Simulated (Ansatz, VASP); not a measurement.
# MoS2: VASP beside Ansatz

INCAR

```
ALGO = Normal
EDIFF = 1E-6
ENCUT = 520
GGA = PS
ISIF = 2
ISMEAR = 0
LASPH = T
LCHARG = F
LREAL = F
LWAVE = F
NBANDS = 35
NELM = 100
PREC = Accurate
SIGMA = 0.05
```

Contents of KPOINTS:

```
k-points
0
Gamma
  12 12 2
```

File POSCAR:

```
MoS2
1.0
    3.1414322073      0.0000000000      0.0000000000
   -1.5707161036      2.7205600958      0.0000000000
    0.0000000000      0.0000000000     12.5788196111
Mo S
2 4
Direct
    0.3206002876      0.6539336209      0.2500000000
    0.6666666667      0.3333333333      0.7500000000
    0.3333333333      0.6666666667      0.6260538431
    0.6666666667      0.3333333333      0.1260538431
    0.3333333333      0.6666666667      0.8739461569
    0.6666666667      0.3333333333      0.3739461569
```

Input for Ansatz:

```yaml
crystal:
  lattice:
    - [3.1414322073, 0.0, 0.0]
    - [-1.5707161036, 2.7205600958, 0.0]
    - [0.0, 0.0, 12.5788196111]
  atoms:
    - { symbol: Mo, position: [0.3206002876, 0.6539336209, 0.25] }
    - { symbol: Mo, position: [0.6666666667, 0.3333333333, 0.75] }
    - { symbol: S, position: [0.3333333333, 0.6666666667, 0.6260538431] }
    - { symbol: S, position: [0.6666666667, 0.3333333333, 0.1260538431] }
    - { symbol: S, position: [0.3333333333, 0.6666666667, 0.8739461569] }
    - { symbol: S, position: [0.6666666667, 0.3333333333, 0.3739461569] }
basis:
  ecutwfc: 420
kpoints:
  mp_grid: { grid: [12, 12, 2] }
hamiltonian:
  xc: pbesol
scf:
  occupations: { method: gaussian, width: 0.05 }
output:
  forces: true
  stress: true
  eigenvalues: true
```

Alike in both runs: task single point; functional PBEsol; k mesh 12 × 12 × 2; occupations gaussian, width 0.05 eV; no spin polarisation.

```csv
,VASP,Ansatz
version,VASP 6.6.1,Ansatz 0.2.0
potentials or method,"VASP PAW PBE potentials, release 64 (Mo_sv, S), cutoff 520 eV","scalar-relativistic, plane waves, PAW"
valence electrons in the cell,52,52
```

|  | VASP | Ansatz | Ansatz less VASP |
| --- | --- | --- | --- |
| gap on the k mesh at the Fermi level (eV) | 0.98 | 0.96 | -0.014 |
| least direct gap on the mesh (eV) | 1.74 | 1.74 | -0.005 |
| pressure (GPa) | 0.0 | 0.0 | +0.04 |
| traceless stress, the component that is largest in VASP (GPa) | -0.36 | -0.37 | -0.014 |
| rms of the force components (eV/Å) | 0.241 | 0.241 | +0.0002 |

VASP's potentials were made for PBE, not for PBEsol. Atom by atom the forces differ by 0.001 eV/Å (rms over components).
